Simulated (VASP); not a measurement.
A run of VASP 6.6.1:

File POSCAR:

```
GaSb
1.0
    0.0000000000      3.0590000000      3.0590000000
    3.0590000000      0.0000000000      3.0590000000
    3.0590000000      3.0590000000      0.0000000000
Sb Ga
1 1
Direct
    0.7500000000      0.7500000000      0.7500000000
    0.0000000000      0.0000000000      0.0000000000
```

The input INCAR.step1:

```
PREC     = Accurate       # precision mode
ENCUT    = 400            # plane-wave cutoff, eV
EDIFF    = 1E-6           # SCF threshold, eV
ISMEAR   = -1             # smearing method
SIGMA    = 0.05           # smearing width, eV
LREAL    = F              # projectors in reciprocal space
LASPH    = T              # aspherical terms in the spheres
NELM     = 120            # most SCF steps
ALGO     = Normal         # electronic algorithm
ISIF     = 2              # what is computed and relaxed
LWAVE    = F              # write WAVECAR
LCHARG   = T              # write CHGCAR
GGA      = B5             # functional
ALDAX    = 1.0          
AGGAX    = 1.0          
AGGAC    = 1.0          
ALDAC    = 0.0          
NBANDS   = 21             # bands
GGA_COMPAT= F            
NEDOS    = 2001           # points of the DOS
LORBIT   = 11             # projections on sites
```

The input KPOINTS.step1:

```
regular mesh
0
Gamma
  4 4 4
```

Contents of INCAR.step2:

```
PREC     = Accurate       # precision mode
ENCUT    = 400            # plane-wave cutoff, eV
EDIFF    = 1E-6           # SCF threshold, eV
ISMEAR   = -5             # smearing method
SIGMA    = 0.05           # smearing width, eV
LREAL    = F              # projectors in reciprocal space
LASPH    = T              # aspherical terms in the spheres
NELM     = 120            # most SCF steps
ALGO     = Normal         # electronic algorithm
ISIF     = 2              # what is computed and relaxed
LWAVE    = F              # write WAVECAR
LCHARG   = F              # write CHGCAR
GGA      = B5             # functional
ALDAX    = 1.0          
AGGAX    = 1.0          
AGGAC    = 1.0          
ALDAC    = 0.0          
LORBIT   = 11             # projections on sites
NBANDS   = 21             # bands
NEDOS    = 1001           # points of the DOS
ICHARG   = 11             # starting density
GGA_COMPAT= F
```

File KPOINTS.step2:

```
regular mesh
0
Gamma
  6 6 6
```

Potentials or basis: VASP PAW PBE potentials, release 64 (Sb_d_GW, Ga_d).

Command:

```console
$ cat potpaw_PBE.64/Sb_d_GW/POTCAR potpaw_PBE.64/Ga_d/POTCAR > POTCAR
$ cp INCAR.step1 INCAR
$ cp KPOINTS.step1 KPOINTS
$ mpirun -np 1 vasp_std > vasp.out
$ cp INCAR.step2 INCAR
$ cp KPOINTS.step2 KPOINTS
$ mpirun -np 1 vasp_std > vasp.out
```

Hardware: 1 thread of AMD EPYC 9R45 96-Core Processor (Zen 5), with other jobs on the host.

How long does it take, and how much memory?

Run time: 26 s on 1 thread of AMD EPYC 9R45 96-Core Processor (Zen 5), with other jobs on the host, peak memory 0.13 GiB. Counts: k points 16.
